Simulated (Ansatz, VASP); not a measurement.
# One calculation of Al2BN3, two programs

File INCAR:

```
PREC = Accurate
ENCUT = 600
EDIFF = 1E-6
ISMEAR = 0
SIGMA = 0.02
LREAL = F
LASPH = T
NELM = 100
ALGO = Normal
ISIF = 3
LWAVE = F
LCHARG = F
GGA = PE
IBRION = 2
NSW = 100
EDIFFG = -0.01
```

File KPOINTS:

```
regular mesh
0
Gamma
  12 12 4
```

Contents of POSCAR:

```
Al2BN3
1.0
    2.9590948373      0.0000000000      0.0000000000
   -1.4795474186      2.5626513013      0.0000000000
    0.0000000000      0.0000000000      7.2336465064
Al B N
2 1 3
Direct
    0.0000000000      0.0000000000      0.9895732369
    0.6666666667      0.3333333333      0.3470330389
    0.3333333333      0.6666666667      0.6541564785
    0.6666666667      0.3333333333      0.0878787641
    0.3333333333      0.6666666667      0.4436040813
    0.0000000000      0.0000000000      0.7277544003
```

Input for Ansatz:

```yaml
crystal:
  lattice:
    - [2.9590948373, 0.0, 0.0]
    - [-1.4795474186, 2.5626513013, 0.0]
    - [0.0, 0.0, 7.2336465064]
  atoms:
    - { symbol: Al, position: [0.0, 0.0, 0.9895732369] }
    - { symbol: Al, position: [0.6666666667, 0.3333333333, 0.3470330389] }
    - { symbol: B, position: [0.3333333333, 0.6666666667, 0.6541564785] }
    - { symbol: "N", position: [0.6666666667, 0.3333333333, 0.0878787641] }
    - { symbol: "N", position: [0.3333333333, 0.6666666667, 0.4436040813] }
    - { symbol: "N", position: [0.0, 0.0, 0.7277544003] }
basis:
  ecutwfc: 420
kpoints:
  mp_grid: { grid: [12, 12, 4] }
hamiltonian:
  xc: pbe
scf:
  occupations: { method: gaussian, width: 0.02 }
output:
  forces: true
  stress: true
  eigenvalues: true
relax:
  adjacent_minimum: "off"
  f_tol: 0.01
  max_steps: 80
  cell: { stress_tol: 0.05 }
```

Alike in both runs: task relaxation of cell and atoms; functional PBE; k mesh 12 × 12 × 4; occupations gaussian, width 0.02 eV; no spin polarisation.

```csv
,VASP,Ansatz
version,VASP 6.6.1,Ansatz 0.2.0
potentials or method,"VASP PAW PBE potentials, release 64 (Al, B, N), cutoff 600 eV","scalar-relativistic, plane waves, PAW"
valence electrons in the cell,24,24
```

Ansatz gave:

| Quantity | Value |
| --- | --- |
| gap on the k mesh at the Fermi level, each at its own relaxed structure (eV) | 3.10 |
| relaxed volume (Å³/atom) | 9.14 |
| relaxed cell length with the largest relative difference (Å) | 7.234 |

Question: What did VASP give for the same quantities?

Answer: gap on the k mesh at the Fermi level, each at its own relaxed structure (eV): 3.10; relaxed volume (Å³/atom): 9.13; relaxed cell length with the largest relative difference (Å): 7.229.
